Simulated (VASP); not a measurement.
Runs of VASP 6.6.1 on Te2Mo. Symmetry: Fm-3m, No. 225, cubic system. Conventional cell: a = 6.630 Å, b = 6.630 Å, c = 6.630 Å, α = 90.00°, β = 90.00°, γ = 90.00°. Mo (site symmetry m-3m) has 8 Te at 2.87 Å within 3.8 Å. Within 3.8 Å of Te (site symmetry -43m) lie 4 Mo at 2.87 Å and 6 Te at 3.31 Å. 

```csv
level,spin,cutoff (eV),smearing,grid for exact exchange (PRECFOCK),share of exact exchange,screening parameter,gap on the mesh (eV),pressure (GPa)
PBE-based screened hybrid with 35 % exact exchange,off,400,fermi-dirac 0.02 eV,Normal,0.35,0.2078 1/Å,none,-4.1
r2SCAN,off,550,fermi-dirac 0.02 eV,-,-,-,none,1.3
PBE-based screened hybrid with 50 % exact exchange,off,400,fermi-dirac 0.02 eV,Normal,0.5,0.3 1/Å,none,(a)
PBEsol,off,500,tetrahedron,-,-,-,none,-2.4
PBE-based screened hybrid with 30 % exact exchange,off,400,fermi-dirac 0.02 eV,Normal,0.3,0.5 1/Å,none,-1.4
PBEsol,collinear,500,fermi-dirac 0.02 eV,-,-,-,none,(b)
```

Alike in all rows: task single point; potentials or basis VASP PAW PBE potentials, release 64 (Mo_sv, Te); cell as given; k mesh 4 × 4 × 4.

Problem. Estimate the missing entries.

Solution. (a) -6.3; (b) 0.9.

Caveats: all runs use coarse meshes; the PAW data sets were made with another functional, which shifts forces and pressure a little; spin-orbit coupling is left out, which moves the levels of the heavy elements; tetrahedron occupations give inexact forces and stress in metals (at least some runs).

A k mesh can miss the band edges, and the runs leave out spin-orbit coupling on Mo, Te.

A gap of «none» marks levels without a gap at the run's occupations.
